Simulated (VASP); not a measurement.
A run of VASP 6.6.1 is set up as follows.

The input INCAR:

```
  ALGO = Normal
  EDIFF = 1E-6
  ENCUT = 500
  GGA = PS
  GGA_COMPAT = F
  ISIF = 2
  ISMEAR = -1
  LASPH = T
  LCHARG = T
  LELF = T
  LREAL = F
  LVHAR = T
  LWAVE = F
  NBANDS = 18
  NELM = 120
  PREC = Accurate
  SIGMA = 0.05
```

The input KPOINTS:

```
k-points
0
Gamma
  12 12 12
```

POSCAR

```
ScPd
1.0
    3.2939070569      0.0000000000      0.0000000000
    0.0000000000      3.2939070569      0.0000000000
    0.0000000000      0.0000000000      3.2939070569
Sc Pd
1 1
Direct
    0.5000000000      0.5000000000      0.5000000000
    0.0000000000      0.0000000000      0.0000000000
```

Potentials or basis: VASP PAW PBE potentials, release 64 (Sc_sv, Pd).

Launch:

```bash
$ cat potpaw_PBE.64/Sc_sv/POTCAR potpaw_PBE.64/Pd/POTCAR > POTCAR
$ mpirun -np 1 vasp_std > vasp.out
```

(1) Estimate the pressure.

## Answers

(1) -2.6 GPa.

Caveat: the PAW data sets were made with another functional, which shifts forces and pressure a little.
